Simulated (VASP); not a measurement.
Write the native input for VASP 6.6.1 that does the following.

| Quantity | Value |
| --- | --- |
| Task | relaxation of cell and atoms |
| Functional | PBE |
| Potentials or basis | VASP PAW PBE potentials, release 64 (Li_sv, Be) |
| Cutoff | 750 eV |
| k mesh | 5 × 5 × 5 |
| Occupations | gaussian, width 0.2 eV |
| Spin | no spin polarisation |
| Dipole correction | no |
| Further INCAR settings | ALGO = Normal; EDIFF = 1e-07; IBRION = 2; EDIFFG = -0.08; NSW = 36; ISIF = 3 |

The structure of LiBe4 lies in POSCAR:

```
LiBe4
1.0
   -2.1738336700      2.1738336700      2.1738336700
    2.1738336700     -2.1738336700      2.1738336700
    2.1738336700      2.1738336700     -2.1738336700
Li Be
1 4
Direct
    0.0000000000      0.0000000000      0.0000000000
    0.0000000000      0.0000000000      0.5000000000
    0.0000000000      0.5000000000      0.0000000000
    0.5000000000      0.0000000000      0.0000000000
    0.5000000000      0.5000000000      0.5000000000
```

The cell was generated, and may not be a known phase.

These files were run (other wordings do the same):

INCAR

```
ALGO     = Normal         # electronic algorithm
EDIFF    = 1E-7           # SCF threshold, eV
EDIFFG   = -0.08          # ionic threshold
ENCUT    = 750            # plane-wave cutoff, eV
GGA      = PE             # functional
GGA_COMPAT= F            
IBRION   = 2              # ionic algorithm
ISIF     = 3              # what is computed and relaxed
ISMEAR   = 0              # smearing method
LASPH    = T              # aspherical terms in the spheres
LCHARG   = F              # write CHGCAR
LREAL    = F              # projectors in reciprocal space
LWAVE    = F              # write WAVECAR
NELM     = 120            # most SCF steps
NELMIN   = 4            
NSW      = 36             # ionic steps
PREC     = Accurate       # precision mode
SIGMA    = 0.2            # smearing width, eV
```

KPOINTS

```
k-points
0
Gamma
  5 5 5
```

Potentials or basis: VASP PAW PBE potentials, release 64 (Li_sv, Be).

Command:

```console
$ cat potpaw_PBE.64/Li_sv/POTCAR potpaw_PBE.64/Be/POTCAR > POTCAR
$ mpirun -np 1 vasp_std > vasp.out
```

It gave:

```yaml
Relaxed_volume: 11.79 Å³/atom
Relaxed_cell: a = 4.247 Å, b = 4.247 Å, c = 4.247 Å, α = 109.47°, β = 109.47°, γ = 109.47°
Space_group_after_relaxing_to_0.1_Å: Im-3m (No. 229)
Energy_gained_by_relaxing: 322.5 meV/atom
Ionic_steps: 4
Pressure_after_relaxing: 0.1 GPa
Band_gap_on_the_k_mesh: zero (an odd number of electrons rules out a gap without spin polarisation)
```

Caveat: the k points lie up to 0.36 Å⁻¹ apart in the final cell, too coarse for converged energies and pressures of a metal; the volume moved by over 15 % at a fixed basis, so the end points are rough.

It took 53 s on 1 thread of Intel Xeon 8259CL (shared host), peak memory 0.2 GiB.
